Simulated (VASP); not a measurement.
# BN (Imm2) in VASP: a series of runs

BN is run at these levels: r2SCAN; tasks: single point.

Everything below comes from runs of VASP 6.6.1. Logs are shortened: lines on timing, memory, paths and dates and some standing lists are left out, and cuts for length are marked.

### Step 1. The cell of the first run

It takes space group Imm2 (No. 44, orthorhombic). The conventional cell has a = 2.513 Å, b = 2.615 Å, c = 3.626 Å, α = 90.00°, β = 90.00°, γ = 90.00°. B (site symmetry mm2) has 4 N at 1.55 to 1.59 Å within 2.1 Å. N (site symmetry mm2) has 4 B at 1.55 to 1.59 Å within 2.1 Å.

### Step 2. Single point, r2SCAN (strain -0.0400 x Voigt [0, 0, 0, 0, 1, 0])

Input file POSCAR:

```
BN
1.0
   -0.0362600200      1.8130010000      1.8130010000
    1.7767409800      0.0000000000      1.7767409800
    1.8130010000      1.8130010000     -0.0362600200
B N
1 1
Direct
    0.0000000000      0.0000000000      0.0000000000
    0.7500000000      0.7500000000      0.7500000000
```

Input file INCAR.step1:

```
SYSTEM = BN
  ALGO = Normal
  EDIFF = 1E-4
  ENCUT = 520
  GGA = PE
  ISMEAR = 0
  LASPH = .TRUE.
  LCHARG = .FALSE.
  LREAL = .FALSE.
  LWAVE = .TRUE.
  NBANDS = 11
  NELM = 80
  PREC = Accurate
  SIGMA = 0.05
```

Input file INCAR.step2:

```
SYSTEM = BN
  ALGO = Normal
  EDIFF = 1E-6
  ENCUT = 520
  ISIF = 2
  ISMEAR = 0
  ISTART = 1
  LASPH = .TRUE.
  LCHARG = .FALSE.
  LMIXTAU = .TRUE.
  LREAL = .FALSE.
  LWAVE = .FALSE.
  METAGGA = R2SCAN
  NBANDS = 11
  NELM = 80
  PREC = Accurate
  SIGMA = 0.05
```

Input file KPOINTS:

```
k-points
0
G
  12 12 12
  0 0 0
```

Potentials or basis: VASP PAW PBE potentials, release 64 (B, N).

On the command line:

```
cat potpaw_PBE.64/B/POTCAR potpaw_PBE.64/N/POTCAR > POTCAR
cp INCAR.step1 INCAR
mpirun -np 1 vasp_std > vasp.out
cp INCAR.step2 INCAR
mpirun -np 1 vasp_std > vasp.out
```

OUTCAR:

```text
SYSTEM = BN
   EDIFF = 1E-6
   ENCUT = 520
   ISIF = 2
   ISMEAR = 0
   ISTART = 1
   LASPH = .TRUE.
   LREAL = .FALSE.
   METAGGA = R2SCAN
   NELM = 80
   PREC = Accurate

 ion  position               nearest neighbor table
   1  0.000  0.000  0.000-   2 1.55   2 1.55   2 1.59   2 1.59
   2  0.750  0.750  0.750-   1 1.55   1 1.55   1 1.59   1 1.59

  LATTYP: Found a body centered orthorhombic cell.
 ALAT       =     2.5126911907
 B/A-ratio  =     1.0408163265
 C/A-ratio  =     1.4430750636

  Lattice vectors:

 A1 = (   1.8130010000,  -1.8130010000,  -0.0362600200)
 A2 = (  -1.8130010000,  -1.8130010000,   0.0362600200)
 A3 = (   0.0362600200,   1.8130010000,  -1.8130010000)

Analysis of symmetry for initial positions (statically):
=====================================================================
 Subroutine PRICEL returns:
 Original cell was already a primitive cell.

 Routine SETGRP: Setting up the symmetry group for a
 body centered orthorhombic supercell.

 Subroutine GETGRP returns: Found  4 space group operations
 (whereof  4 operations were pure point group operations)
 out of a pool of  8 trial point group operations.

The static configuration has the point symmetry C_2v.

Analysis of symmetry for dynamics (positions and initial velocities):
=====================================================================
 Subroutine PRICEL returns:
 Original cell was already a primitive cell.

 Routine SETGRP: Setting up the symmetry group for a
 body centered orthorhombic supercell.

 Subroutine GETGRP returns: Found  4 space group operations
 (whereof  4 operations were pure point group operations)
 out of a pool of  8 trial point group operations.

The dynamic configuration has the point symmetry C_2v.

 Subroutine INISYM returns: Found  4 space group operations
 (whereof  4 operations are pure point group operations),
 and found     1 'primitive' translations

----------------------------------------------------------------------------------------

                                     Primitive cell

  volume of cell :      11.9138

  direct lattice vectors                    reciprocal lattice vectors
    -0.036260020  1.813001000  1.813001000    -0.270378273  0.275785838  0.270378273
     1.776740980  0.000000000  1.776740980     0.281414120 -0.275785838  0.281414120
     1.813001000  1.813001000 -0.036260020     0.270378273  0.275785838 -0.270378273

  length of vectors
     2.564226987  2.512691191  2.564226987     0.471451640  0.484195872  0.471451640

  position of ions in fractional coordinates (direct lattice)
     0.000000000  0.000000000  0.000000000
     0.750000000  0.750000000  0.750000000

[... 82 lines left out ...]
   ISIF   =      2    stress and relaxation
   ISYM   =      2    0-nonsym 1-usesym 2-fastsym
   POTIM  = 0.5000    time-step for ionic-motion
   TEBEG  =    0.0;   TEEND  =   0.0 temperature during run
   PSTRESS=    0.0 pullay stress
   NELECT =       8.0000    total number of electrons
   NUPDOWN=      -1.0000    fix difference up-down
   EMIN   =  10.00;   EMAX   =-10.00  energy-range for DOS
   EFERMI =   0.00;   METHOD = LEGACY
   ISMEAR =     0;   SIGMA  =   0.05  broadening in eV -4-tet -1-fermi 0-gaus
   EFERMI_NEDOS =   21; number of points for ismear=-14 and -15
   IALGO  =     38    algorithm
   IMIX   =      4    mixing-type and parameters
     AMIX     =   0.40;   BMIX     =  1.00
     AMIX_MAG =   1.60;   BMIX_MAG =  1.00
  volume/ion in A,a.u.               =       5.96        40.20
  Fermi-wavevector in a.u.,A,eV,Ry     =   1.433578  2.709070 27.961963  2.055146
  Thomas-Fermi vector in A             =   2.553081
   LORBIT       =      0    0 simple, 1 ext, 2 COOP (PROOUT), +10 PAW based schemes
   METAGGA = R2SCAN    functional components
   LHFCALC =     F    Hartree Fock is set to
   AEXX    =    0.0000 exact exchange contribution
   IVDW    =     0    specifies the selected vdW correction
   LEPSILON=     F    determine dielectric tensor
   LRPA    =     F    only Hartree local field effects (RPA)
 non-spin polarized calculation
 Gauss-broadening in eV      SIGMA  =   0.05
  energy-cutoff  :      520.00
  volume of cell :       11.91
 maximum number of plane-waves:       333
   NGX =  9   NGY =  9   NGZ =  9

 number of electron       7.9999999 magnetization

 Free energy of the ion-electron system (eV)
  ---------------------------------------------------
  ext. energy  EPLUGINS =         0.00000000
  ---------------------------------------------------
  free energy    TOTEN  =       -19.14351129 eV

  energy without entropy =      -19.14351129  energy(sigma->0) =      -19.14351129

 E-fermi :   7.5898     XC(G=0): -13.5994

 val. band max:        7.2196680584   @ k =   0.0000   0.0000   0.0000
 cond. band min:      12.0008949361   @ k =   0.5000   0.0000   0.5000
 fundamental gap:      4.7812268778
 Fermi energy:         7.5898245261

 k-point     1 :       0.0000    0.0000    0.0000
  band No.  band energies     occupation
      1     -14.0590      2.00000
      2       7.0618      2.00000
      3       7.1162      2.00000
      4       7.2197      2.00000
      5      16.0905      0.00000
      6      16.2314      0.00000
      7      17.1718      0.00000
      8      18.4582      0.00000
      9      33.0924      0.00000
     10      35.7687      0.00000
     11      35.8187      0.00000
[... 309 lines left out ...]
 k-point    24 :       0.3333    0.1667    0.0000
  band No.  band energies     occupation
      1     -11.7000      2.00000
      2       0.7727      2.00000
      3       4.3553      2.00000
      4       4.5503      2.00000
      5      15.9753      0.00000
      6      20.2595      0.00000
      7      20.7587      0.00000
      8      21.1122      0.00000
      9      27.5560      0.00000
     10      34.8386      0.00000
     11      36.4880      0.00000

 [... further k-points ...]
[... 5 lines left out ...]
  --------------------------------------------------------------------------------------
  -------------------------------------------------------------------------------------
  Total       -0.2286305     -0.2911021     -0.2286305      0.0000000      0.0000000      1.3541356
  in kB      -30.7464040    -39.1476377    -30.7464040      0.0000000      0.0000000    182.1052034
  external PRESSURE =     -33.5468152 kB  Pullay stress =       0.0000000 kB

 VOLUME and BASIS-vectors are now :
 -----------------------------------------------------------------------------
  energy-cutoff  :      520.00
  volume of cell :       11.91
      direct lattice vectors                 reciprocal lattice vectors
    -0.036260020  1.813001000  1.813001000    -0.270378273  0.275785838  0.270378273
     1.776740980  0.000000000  1.776740980     0.281414120 -0.275785838  0.281414120
     1.813001000  1.813001000 -0.036260020     0.270378273  0.275785838 -0.270378273

 POSITION                                       TOTAL-FORCE (eV/Angst)
 -----------------------------------------------------------------------------------
      0.00000      0.00000      0.00000         0.000000      0.015971     -0.000000
      2.66511      2.71950      2.66511         0.000000     -0.015971      0.000000
 -----------------------------------------------------------------------------------
    total drift:                                0.000000      0.000016      0.000000

  FREE ENERGIE OF THE ION-ELECTRON SYSTEM (eV)
  ---------------------------------------------------
  free  energy   TOTEN  =       -19.1435112851 eV

  energy  without entropy=      -19.1435112851  energy(sigma->0) =      -19.14351129
```

OUTCAR.step1:

```text
SYSTEM = BN
   EDIFF = 1E-4
   ENCUT = 520
   GGA = PE
   ISMEAR = 0
   LASPH = .TRUE.
   LREAL = .FALSE.
[... 558 lines left out ...]
      0.00000      0.00000      0.00000        -0.000000      0.058199     -0.000000
      2.66511      2.71950      2.66511         0.000000     -0.058199      0.000000
 -----------------------------------------------------------------------------------
    total drift:                                0.000000      0.001322      0.000000

  FREE ENERGIE OF THE ION-ELECTRON SYSTEM (eV)
  ---------------------------------------------------
  free  energy   TOTEN  =       -17.4245309657 eV

  energy  without entropy=      -17.4245309657  energy(sigma->0) =      -17.42453097
```

It took 87 s on 1 thread of AMD EPYC 9R45 (Zen 5), shared host; peak memory 0.12 GiB.

Results:

| Quantity | Value |
| --- | --- |
| Free energy | -19.1435 eV |
| Pressure | -3.4 GPa |
| Largest force | 0.016 eV/Å |
| Band gap on the k mesh | 4.78 eV, indirect (least direct gap 8.87 eV) |

Forces on the atoms (eV/Å):
```
B    0.000  0.016  0.000
N    0.000 -0.016  0.000
```

Stress tensor (GPa, compression positive):
```
-3.07  0.00 18.21
 0.00 -3.91  0.00
18.21  0.00 -3.07
```

Levels at points of the mesh, in eV from the valence-band top:
```csv
k point,band 1,band 2,band 3,band 4,band 5,band 6,band 7,band 8,band 9
"(0.00, 0.00, 0.00)",-21.28,-0.16,-0.10,0.00,8.87,9.01,9.95,11.24,25.87
"(0.50, 0.00, 0.00)",-17.20,-11.13,-1.94,-1.91,10.66,11.49,11.79,16.17,24.70
"(0.00, 0.50, 0.00)",-16.85,-11.04,-2.27,-2.19,10.12,10.91,11.57,16.27,24.51
"(0.50, 0.50, 0.00)",-15.61,-9.35,-5.13,-5.12,4.88,9.68,18.86,18.98,22.14
"(0.50, 0.00, 0.50)",-15.63,-9.35,-5.50,-4.75,4.78,9.82,19.01,19.07,21.93
```

Caveat: the cell differs from its parent crystal (strain -0.0400 x Voigt [0, 0, 0, 0, 1, 0]); the PAW data sets were made with another functional, which shifts forces and pressure a little. A k mesh can miss the band edges.

### Step 3. Single point, r2SCAN (strain +0.0300 x Voigt [0, 0, 0, 0, 1, 0])

Input file POSCAR:

```
BN
1.0
    0.0271950150      1.8130010000      1.8130010000
    1.8401960150      0.0000000000      1.8401960150
    1.8130010000      1.8130010000      0.0271950150
B N
1 1
Direct
    0.0000000000      0.0000000000      0.0000000000
    0.7500000000      0.7500000000      0.7500000000
```

Input file INCAR.step1:

```
PREC = Accurate
ENCUT = 520
ISMEAR = 0
SIGMA = 0.05
LREAL = False
LASPH = True
NELM = 100
NBANDS = 11
GGA = PE
ALGO = Normal
EDIFF = 1E-4
LWAVE = True
LCHARG = False
```

Input file INCAR.step2:

```
PREC = Accurate
ENCUT = 520
EDIFF = 1E-6
ISMEAR = 0
SIGMA = 0.05
LREAL = False
LASPH = True
NELM = 100
ALGO = Normal
ISIF = 2
LWAVE = False
LCHARG = False
METAGGA = R2SCAN
LMIXTAU = True
NBANDS = 11
ISTART = 1
```

Input file KPOINTS:

```
regular mesh
0
Gamma
  12 12 12
```

Potentials or basis: VASP PAW PBE potentials, release 64 (B, N).

On the command line:

```
cat potpaw_PBE.64/B/POTCAR potpaw_PBE.64/N/POTCAR > POTCAR
cp INCAR.step1 INCAR
mpirun -np 1 vasp_std > vasp.out
cp INCAR.step2 INCAR
mpirun -np 1 vasp_std > vasp.out
```

Run time: 86 s. Hardware: 1 thread of AMD EPYC 9R45 (Zen 5), shared host; peak memory 0.12 GiB.

It converged, with:

- Free energy: -19.1553 eV
- Pressure: -3.7 GPa
- Largest force: 0.012 eV/Å
- Band gap on the k mesh: 4.85 eV, indirect (least direct gap 9.02 eV)

Forces in eV/Å, atoms in the order of the input:
```
B    0.000 -0.012  0.000
N    0.000  0.012  0.000
```

Stress tensor (GPa, compression positive):
```
 -3.52   0.00 -13.65
  0.00  -3.99   0.00
-13.65   0.00  -3.52
```

Levels at points of the mesh, in eV from the valence-band top:
```csv
k point,band 2,band 3,band 4,band 5,band 6,band 7
"(0.00, 0.00, 0.00)",-0.12,-0.07,0.00,9.02,9.18,9.83
"(0.50, 0.00, 0.00)",-11.03,-2.20,-2.15,10.26,11.03,11.52
"(0.00, 0.50, 0.00)",-11.09,-1.95,-1.93,10.72,11.41,11.70
"(0.50, 0.50, 0.00)",-9.32,-5.11,-5.11,4.90,9.70,18.95
"(0.50, 0.00, 0.50)",-9.32,-5.39,-4.83,4.85,9.78,19.04
```

Caveat: the cell differs from its parent crystal (strain +0.0300 x Voigt [0, 0, 0, 0, 1, 0]); the PAW data sets were made with another functional, which shifts forces and pressure a little. A k mesh can miss the band edges.

### Step 4. Single point, r2SCAN (strain -0.0200 x Voigt [0, 0, 0, 0, 1, 0])

Input file POSCAR:

```
BN
1.0
   -0.0181300100      1.8130010000      1.8130010000
    1.7948709900      0.0000000000      1.7948709900
    1.8130010000      1.8130010000     -0.0181300100
B N
1 1
Direct
    0.0000000000      0.0000000000      0.0000000000
    0.7500000000      0.7500000000      0.7500000000
```

Input file INCAR.step1:

```
ALGO     = Normal         # electronic algorithm
EDIFF    = 1E-4           # SCF threshold, eV
ENCUT    = 520            # plane-wave cutoff, eV
GGA      = PE             # functional
ISMEAR   = 0              # smearing method
LASPH    = T              # aspherical terms in the spheres
LCHARG   = F              # write CHGCAR
LREAL    = F              # projectors in reciprocal space
LWAVE    = T              # write WAVECAR
NBANDS   = 11             # bands
NELM     = 100            # most SCF steps
PREC     = Accurate       # precision mode
SIGMA    = 0.05           # smearing width, eV
```

Input file INCAR.step2:

```
ALGO     = Normal         # electronic algorithm
EDIFF    = 1E-7           # SCF threshold, eV
ENCUT    = 520            # plane-wave cutoff, eV
ISIF     = 2              # what is computed and relaxed
ISMEAR   = 0              # smearing method
ISTART   = 1            
LASPH    = T              # aspherical terms in the spheres
LCHARG   = F              # write CHGCAR
LMIXTAU  = T            
LREAL    = F              # projectors in reciprocal space
LWAVE    = F              # write WAVECAR
METAGGA  = R2SCAN         # meta-GGA
NBANDS   = 11             # bands
NELM     = 100            # most SCF steps
PREC     = Accurate       # precision mode
SIGMA    = 0.05           # smearing width, eV
```

Input file KPOINTS:

```
k-points
0
Gamma
  12 12 12
```

On the command line:

```
cat potpaw_PBE.64/B/POTCAR potpaw_PBE.64/N/POTCAR > POTCAR
cp INCAR.step1 INCAR
mpirun -np 1 vasp_std > vasp.out
cp INCAR.step2 INCAR
mpirun -np 1 vasp_std > vasp.out
```

Wall time 1.7 min (1 thread of AMD EPYC 9R45 (Zen 5), shared host); peak memory 0.12 GiB.

The run converged. Its results:

```
Free energy            : -19.1637 eV
Pressure               : -3.9 GPa
Largest force          : 0.008 eV/Å
Band gap on the k mesh : 4.90 eV, indirect (least direct gap 9.17 eV)
```

Forces on the atoms (eV/Å):
```
B    0.000  0.008  0.000
N    0.000 -0.008  0.000
```

Stress tensor (GPa, compression positive):
```
-3.84  0.00  9.09
 0.00 -4.05  0.00
 9.09  0.00 -3.84
```

Levels at points of the mesh, in eV from the valence-band top:
```tsv
k point	band 1	band 2	band 3	band 4	band 5	band 6	band 7	band 8	band 9
(0.00, 0.00, 0.00)	-21.23	-0.08	-0.05	0.00	9.17	9.33	9.71	10.99	25.91
(0.50, 0.00, 0.00)	-17.06	-11.06	-1.97	-1.95	10.74	11.37	11.60	16.24	24.74
(0.00, 0.50, 0.00)	-16.89	-11.02	-2.13	-2.10	10.40	11.16	11.48	16.29	24.63
(0.50, 0.50, 0.00)	-15.57	-9.30	-5.09	-5.09	4.93	9.72	19.03	19.06	22.04
(0.50, 0.00, 0.50)	-15.57	-9.30	-5.28	-4.90	4.90	9.76	19.06	19.09	21.99
```

Caveat: the cell differs from its parent crystal (strain -0.0200 x Voigt [0, 0, 0, 0, 1, 0]); the PAW data sets were made with another functional, which shifts forces and pressure a little. A k mesh can miss the band edges.

### Step 5. Summary

| cell | gap on the mesh (eV) | pressure (GPa) | largest force (eV/Å) |
| --- | --- | --- | --- |
| a = 2.564, b = 2.513 Å, angles 60.7, 61.3, 60.7°, 2 atoms | 4.78 | -3.4 | 0.02 |
| a = 2.564, b = 2.602 Å, angles 59.5, 59.0, 59.5°, 2 atoms | 4.85 | -3.7 | 0.01 |
| a = 2.564, b = 2.538 Å, angles 60.3, 60.7, 60.3°, 2 atoms | 4.90 | -3.9 | 0.01 |

Alike in all rows: task single point; level r2SCAN; potentials or basis VASP PAW PBE potentials, release 64 (B, N); no spin polarisation; k mesh 12 × 12 × 12; cutoff (eV) 520; smearing gaussian 0.05 eV.

Caveats: the PAW data sets were made with another functional, which shifts forces and pressure a little.

Total energies depend on the potentials used, so only differences within one code and one set of settings carry meaning.
